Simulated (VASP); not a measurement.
Write the native input for VASP 6.6.1 that does the following.

| Quantity | Value |
| --- | --- |
| Task | single point |
| Functional | PBE |
| Potentials or basis | VASP PAW PBE potentials, release 64 (Li_sv) |
| Cutoff | 520 eV |
| k mesh | 2 × 2 × 2 |
| Occupations | fermi-dirac, width 0.11 eV |
| Spin | no spin polarisation |
| Dipole correction | no |
| Further INCAR settings | LREAL = Auto; ALGO = Normal; EDIFF = 1e-07; NBANDS = 38 |

The structure of Li lies in POSCAR:

```
Li
1.0
    7.3128730000      0.0000000000      0.0000000000
    0.0000000000      7.3128730000      0.0000000000
    0.0000000000      0.0000000000      7.3128730000
Li
16
Direct
    0.0844401373      0.0144266145      0.0717091627
    0.5017179978      0.0447840404      0.0649813008
    0.0453310211      0.4342752841      0.0597713101
    0.0334341920     -0.0034596526      0.5634037402
    0.3093175555      0.2792199454      0.3762953356
    0.5358085666      0.4574399145      0.0244363604
    0.5008701778     -0.0455498133      0.4536247245
    0.8476422331      0.2588175673      0.3674752727
    0.0191990207      0.5672326048      0.5186743979
    0.2280772550      0.6631319866      0.2765260657
    0.1753072971      0.3038340745      0.7192385264
    0.5137515721      0.5118234653      0.5880725674
    0.7902913123      0.7692599065      0.2011931562
    0.7833993562      0.2133771501      0.8444560708
    0.2116815101      0.7533427697      0.8451261221
    0.7943252946      0.7809379433      0.8035829420
```

These files were run (other wordings do the same):

INCAR

```
SYSTEM = Li
  ALGO = Normal
  EDIFF = 1E-7
  ENCUT = 520
  GGA = PE
  ISIF = 2
  ISMEAR = -1
  LASPH = .True.
  LCHARG = .False.
  LREAL = Auto
  LWAVE = .False.
  NBANDS = 38
  NELM = 100
  PREC = Accurate
  SIGMA = 0.11
```

KPOINTS

```
k-points
0
Gamma
  2 2 2
  0 0 0
```

Potentials or basis: VASP PAW PBE potentials, release 64 (Li_sv).

Command:

```bash
$ cat potpaw_PBE.64/Li_sv/POTCAR > POTCAR
$ mpirun -np 1 vasp_std > vasp.out
```

It gave:

```
Largest force          : 0.713 eV/Å
Band gap on the k mesh : zero (band 24 reaches 0.39 eV, above the bottom of band 25 at -0.31 eV)
```

Caveat: the k points lie up to 0.43 Å⁻¹ apart.

Run time: 61 s on 1 thread of Intel(R) Xeon(R) 6975P-C (Granite Rapids) (shared host), peak memory 0.38 GiB.
